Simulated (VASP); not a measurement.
Crystal: ScAl3.

```
Sc Al
1.0
     4.08781    0.00000    0.00000
     0.00000    4.08781    0.00000
     0.00000    0.00000    4.08781
Sc Al
1 3
Cartesian
  0.0000 0.0000 0.0000
  2.0439 0.0000 2.0439
  0.0000 2.0439 2.0439
  2.0439 2.0439 0.0000
```

Base run:

- Program: VASP 6.6.1
- Functional: RPBE
- Potentials or basis: VASP PAW PBE potentials, release 64 (Sc_sv, Al)
- Cutoff: 520 eV
- k mesh: 5 × 5 × 5
- Occupations: methfessel-paxton, width 0.15 eV
- Spin: no spin polarisation

Its results: band gap on the k mesh zero (band 10 reaches 8.16 eV, above the bottom of band 11 at 5.10 eV); pressure 3.1 GPa.

**Question.** The run is repeated on the same cell with these changes: functional from RPBE to revPBE. What comes out?

**Answer.** Band gap on the k mesh zero (band 10 reaches 8.14 eV, above the bottom of band 11 at 5.08 eV); pressure 2.6 GPa.

Caveats: the PAW data sets were made with another functional, which shifts forces and pressure a little.
